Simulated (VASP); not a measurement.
Write the native input for VASP 6.6.1 that does the following.

```
Task                   : single point
Functional             : RPBE
Potentials or basis    : VASP PAW PBE potentials, release 64 (Ir)
Cutoff                 : 500 eV
k mesh                 : 10 × 10 × 10
Occupations            : gaussian, width 0.1 eV
Spin                   : no spin polarisation
Dipole correction      : no
Further INCAR settings : ALGO = Normal; EDIFF = 1e-06; NBANDS = 10
```

The structure of Ir lies in POSCAR:

```
Ir
1.0
    0.0000000000      1.9269646676      1.9269646676
    1.9269646676      0.0000000000      1.9269646676
    1.9269646676      1.9269646676      0.0000000000
Ir
1
Direct
    0.0043734631     -0.0041207151      0.0032921642
```

The input as run:

INCAR

```
SYSTEM = Ir
PREC     = Accurate       ! precision mode
ENCUT    = 500            ! plane-wave cutoff, eV
EDIFF    = 1E-6           ! SCF threshold, eV
ISMEAR   = 0              ! smearing method
SIGMA    = 0.1            ! smearing width, eV
LREAL    = .False.        ! projectors in reciprocal space
LASPH    = .True.         ! aspherical terms in the spheres
NELM     = 120            ! most SCF steps
ALGO     = Normal         ! electronic algorithm
ISIF     = 2              ! what is computed and relaxed
LWAVE    = .False.        ! write WAVECAR
LCHARG   = .False.        ! write CHGCAR
GGA      = RP             ! functional
NBANDS   = 10             ! bands
GGA_COMPAT= .False.
```

KPOINTS

```
regular mesh
0
Gamma
  10 10 10
  0 0 0
```

Potentials or basis: VASP PAW PBE potentials, release 64 (Ir).

Launch:

```sh
$ cat potpaw_PBE.64/Ir/POTCAR > POTCAR
$ mpirun -np 1 vasp_std > vasp.out
```

Results of the run:

The pressure is 9.3 GPa.

Caveat: the PAW data sets were made with another functional, which shifts forces and pressure a little.

Run time: 11 s on 1 thread of Intel Xeon 8259CL, with other jobs on the host, peak memory 0.13 GiB.
